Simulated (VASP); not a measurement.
# TaS2 in VASP: single point with LDA

Aim: the single point of TaS2 with LDA.

Everything below comes from runs of VASP 6.6.1. Logs are shortened: lines on timing, memory, paths and dates and some standing lists are left out, and cuts for length are marked.

## Step 1: The cell of the first run

The cell holds a slab with vacuum, 12 atoms: a = 3.382 Å, b = 3.382 Å, c = 38.952 Å, α = 90.00°, β = 90.00°, γ = 120.00°.

## Step 2: Single point, LDA

File INCAR:

```
SYSTEM = TaS2
ALGO = Normal ; DIPOL = 0.5 0.5 0.490
EDIFF = 1E-6 ; ENCUT = 520
IDIPOL = 3 ; ISIF = 2
ISMEAR = 0 ; LASPH = .TRUE.
LCHARG = .TRUE. ; LDIPOL = .TRUE.
LELF = .TRUE. ; LREAL = .FALSE.
LVACPOTAV = .TRUE. ; LVHAR = .TRUE.
LWAVE = .FALSE. ; NBANDS = 58
NELM = 100 ; PREC = Accurate
SIGMA = 0.05
```

File KPOINTS:

```
k-points
0
G
  9 9 1
  0 0 0
```

File POSCAR:

```
TaS2
1.0
    3.3818124701     -0.0000000029      0.0000000000
   -1.6909062325      2.9287355114      0.0000000000
    0.0000000000      0.0000000000     38.9524970781
S Ta
8 4
Direct
    0.0000000000      0.0000000000      0.2182145084
    0.3333333333      0.6666666667      0.2960086027
    0.0000000000      0.0000000000      0.3796006481
    0.3333333333      0.6666666667      0.4573947424
    0.6666666667      0.3333333333      0.5307688684
    0.0000000000      0.0000000000      0.6075465734
    0.6666666667      0.3333333333      0.6759375604
    0.0000000000      0.0000000000      0.7526339886
    0.6666666667      0.3333333333      0.2571255406
    0.6666666667      0.3333333333      0.4184837102
    0.3333333333      0.6666666667      0.5691730517
    0.3333333333      0.6666666667      0.7142729543
```

Potentials or basis: VASP PAW LDA potentials, release 64 (S, Ta_pv).

Started as:

```
$ cat potpaw_LDA.64/S/POTCAR potpaw_LDA.64/Ta_pv/POTCAR > POTCAR
$ mpirun -np 1 vasp_std > vasp.out
```

OUTCAR:

```text
SYSTEM = TaS2
   EDIFF = 1E-6
   ENCUT = 520
   ISIF = 2
   ISMEAR = 0
   LASPH = .TRUE.
   LREAL = .FALSE.
   NELM = 100
   PREC = Accurate

 ion  position               nearest neighbor table
   1  0.000  0.000  0.218-   9 2.47   9 2.47   9 2.47
   2  0.333  0.667  0.296-   9 2.47   9 2.47   9 2.47
   3  0.000  0.000  0.380-  10 2.47  10 2.47  10 2.47
   4  0.333  0.667  0.457-  10 2.47  10 2.47  10 2.47
   5  0.667  0.333  0.531-  11 2.46  11 2.46  11 2.46
   6  0.000  0.000  0.608-  11 2.46  11 2.46  11 2.46
   7  0.667  0.333  0.676-  12 2.46  12 2.46  12 2.46
   8  0.000  0.000  0.753-  12 2.46  12 2.46  12 2.46
   9  0.667  0.333  0.257-   2 2.47   2 2.47   2 2.47   1 2.47   1 2.47   1 2.47
  10  0.667  0.333  0.418-   3 2.47   3 2.47   3 2.47   4 2.47   4 2.47   4 2.47
  11  0.333  0.667  0.569-   6 2.46   6 2.46   6 2.46   5 2.46   5 2.46   5 2.46
  12  0.333  0.667  0.714-   7 2.46   7 2.46   7 2.46   8 2.46   8 2.46   8 2.46

  LATTYP: Found a hexagonal cell.
 ALAT       =     3.3818124701
 C/A-ratio  =    11.5182309553

  Lattice vectors:

 A1 = (   3.3818124701,  -0.0000000029,   0.0000000000)
 A2 = (  -1.6909062325,   2.9287355114,   0.0000000000)
 A3 = (   0.0000000000,   0.0000000000,  38.9524970781)

Analysis of symmetry for initial positions (statically):
=====================================================================
 Subroutine PRICEL returns:
 Original cell was already a primitive cell.

 Routine SETGRP: Setting up the symmetry group for a
 hexagonal supercell.

 Subroutine GETGRP returns: Found  6 space group operations
 (whereof  6 operations were pure point group operations)
 out of a pool of 24 trial point group operations.

The static configuration has the point symmetry C_3v.

Analysis of symmetry for dynamics (positions and initial velocities):
=====================================================================
 Subroutine PRICEL returns:
 Original cell was already a primitive cell.

 Routine SETGRP: Setting up the symmetry group for a
 hexagonal supercell.

 Subroutine GETGRP returns: Found  6 space group operations
 (whereof  6 operations were pure point group operations)
 out of a pool of 24 trial point group operations.

The dynamic configuration has the point symmetry C_3v.

 Subroutine INISYM returns: Found  6 space group operations
 (whereof  6 operations are pure point group operations),
 and found     1 'primitive' translations

[... 117 lines left out ...]
   EFERMI_NEDOS =   21; number of points for ismear=-14 and -15
   IALGO  =     38    algorithm
   IMIX   =      4    mixing-type and parameters
     AMIX     =   0.40;   BMIX     =  1.00
     AMIX_MAG =   1.60;   BMIX_MAG =  1.00
  volume/ion in A,a.u.               =      32.15       216.96
  Fermi-wavevector in a.u.,A,eV,Ry     =   1.015194  1.918439 14.022425  1.030619
  Thomas-Fermi vector in A             =   2.148466
   LORBIT       =      0    0 simple, 1 ext, 2 COOP (PROOUT), +10 PAW based schemes
   GGA     = CA    functional components
   LHFCALC =     F    Hartree Fock is set to
   AEXX    =    0.0000 exact exchange contribution
   IVDW    =     0    specifies the selected vdW correction
   LEPSILON=     F    determine dielectric tensor
   LRPA    =     F    only Hartree local field effects (RPA)
 non-spin polarized calculation
 Gauss-broadening in eV      SIGMA  =   0.05
  energy-cutoff  :      520.00
  volume of cell :      385.80
 maximum number of plane-waves:     10465
 NGX is ok and might be reduce to    28
   NGX = 13   NGY = 13   NGZ =145

 dipolmoment           0.000000      0.000000      0.001631 electrons x Angstroem

 number of electron      91.9999997 magnetization

 dipolmoment           0.000000      0.000000     -0.008059 electrons x Angstroem

 Free energy of the ion-electron system (eV)
  ---------------------------------------------------
  ext. energy  EPLUGINS =         0.00000000
  ---------------------------------------------------
  free energy    TOTEN  =      -101.55488271 eV

  energy without entropy =     -101.54588262  energy(sigma->0) =     -101.55038266

 E-fermi :   1.0566     XC(G=0):  -6.7817

 val. band max:        1.0547300474   @ k =   0.3333   0.1111   0.0000
 cond. band min:       1.0815107605   @ k =   0.0000   0.0000   0.0000
 fundamental gap:      0.0267807131
 Fermi energy:         1.0565667330

 k-point     1 :       0.0000    0.0000    0.0000
  band No.  band energies     occupation
      1     -34.0496      2.00000
      2     -34.0473      2.00000
      3     -34.0425      2.00000
      4     -34.0425      2.00000
      5     -34.0381      2.00000
      6     -34.0381      2.00000
[... 721 lines left out ...]
     57       4.8685      0.00000
     58       5.2538      0.00000

------------------------ aborting loop because EDIFF is reached ----------------------------------------

  FORCE on cell =-STRESS in cart. coord.  units (eV):
  Direction    XX          YY          ZZ          XY          YZ          ZX
  --------------------------------------------------------------------------------------
  -------------------------------------------------------------------------------------
  Total       -8.0782759     -8.0782759     -2.4211354     -0.0000000      0.0000000     -0.0000000
  in kB      -33.5478185    -33.5478185    -10.0545972     -0.0000000      0.0000000     -0.0000000
  external PRESSURE =     -25.7167448 kB  Pullay stress =       0.0000000 kB

 VOLUME and BASIS-vectors are now :
 -----------------------------------------------------------------------------
  energy-cutoff  :      520.00
  volume of cell :      385.80
      direct lattice vectors                 reciprocal lattice vectors
     3.381812470 -0.000000003  0.000000000     0.295699424  0.170722142  0.000000000
    -1.690906232  2.928735511  0.000000000     0.000000000  0.341444284  0.000000000
     0.000000000  0.000000000 38.952497078     0.000000000  0.000000000  0.025672295

 POSITION                                       TOTAL-FORCE (eV/Angst)
 -----------------------------------------------------------------------------------
      0.00000      0.00000      8.50000         0.000000     -0.000000      0.290917
      0.00000      1.95249     11.53027         0.000000     -0.000000     -0.183665
      0.00000      0.00000     14.78639        -0.000000      0.000000      0.160218
      0.00000      1.95249     17.81667         0.000000      0.000000     -0.287104
      1.69091      0.97625     20.67477         0.000000     -0.000000     -0.039083
      0.00000      0.00000     23.66546         0.000000      0.000000      0.052868
      1.69091      0.97625     26.32946        -0.000000     -0.000000     -0.061120
      0.00000      0.00000     29.31697         0.000000      0.000000      0.076321
      1.69091      0.97625     10.01568         0.000000     -0.000000      0.017506
      1.69091      0.97625     16.30099        -0.000000      0.000000     -0.013455
      0.00000      1.95249     22.17071         0.000000      0.000000     -0.004211
      0.00000      1.95249     27.82272        -0.000000      0.000000     -0.009194
 -----------------------------------------------------------------------------------
    total drift:                               -0.000000     -0.000000     -0.005016

  FREE ENERGIE OF THE ION-ELECTRON SYSTEM (eV)
  ---------------------------------------------------
  free  energy   TOTEN  =      -101.5548827067 eV

  energy  without entropy=     -101.5458826186  energy(sigma->0) =     -101.55038266

 vacuum level on the upper side and lower side of the slab         6.315         6.457
```

OSZICAR:

```text
N       E                     dE             d eps       ncg     rms          rms(c)
DAV:   1     0.724761142604E+03    0.72476E+03   -0.45026E+04  1632   0.138E+03
DAV:   2    -0.456504492002E+02   -0.77041E+03   -0.75011E+03  1714   0.321E+02
DAV:   3    -0.105616566996E+03   -0.59966E+02   -0.58497E+02  1710   0.828E+01
[... 35 lines left out ...]
DAV:  39    -0.101554925653E+03    0.21993E-04   -0.44819E-06  1328   0.613E-03    0.350E-01
DAV:  40    -0.101554889732E+03    0.35921E-04   -0.91332E-05  1574   0.283E-02    0.322E-01
DAV:  41    -0.101554883454E+03    0.62786E-05   -0.24302E-05  1768   0.148E-02    0.307E-01
DAV:  42    -0.101554882422E+03    0.10321E-05   -0.35076E-06  1168   0.583E-03    0.305E-01
DAV:  43    -0.101554882707E+03   -0.28515E-06   -0.23559E-07   768   0.177E-03
   1 F= -.10155488E+03 E0= -.10155038E+03  d E =-.900009E-02
```

Wall time 26 min (1 thread of Intel Xeon Platinum 8259CL at 2.50GHz (Skylake/Cascade Lake), shared host); peak memory 0.5 GiB.

Results:

| Property | Result |
| --- | --- |
| Free energy | -101.5549 eV |
| Largest force | 0.291 eV/Å |
| Band gap on the k mesh | zero (bands 46 and 47 overlap by 2.12 eV) |

Forces in eV/Å, atoms in the order of the input:
```
S    0.000  0.000  0.291
S    0.000  0.000 -0.184
S    0.000  0.000  0.160
S    0.000  0.000 -0.287
S    0.000  0.000 -0.039
S    0.000  0.000  0.053
S    0.000  0.000 -0.061
S    0.000  0.000  0.076
Ta   0.000  0.000  0.018
Ta   0.000  0.000 -0.013
Ta   0.000  0.000 -0.004
Ta   0.000  0.000 -0.009
```

Caveat: spin-orbit coupling is left out, which moves the levels of the heavy elements.

The gap in the log of VASP goes by the Fermi energy; the results here count the filled bands.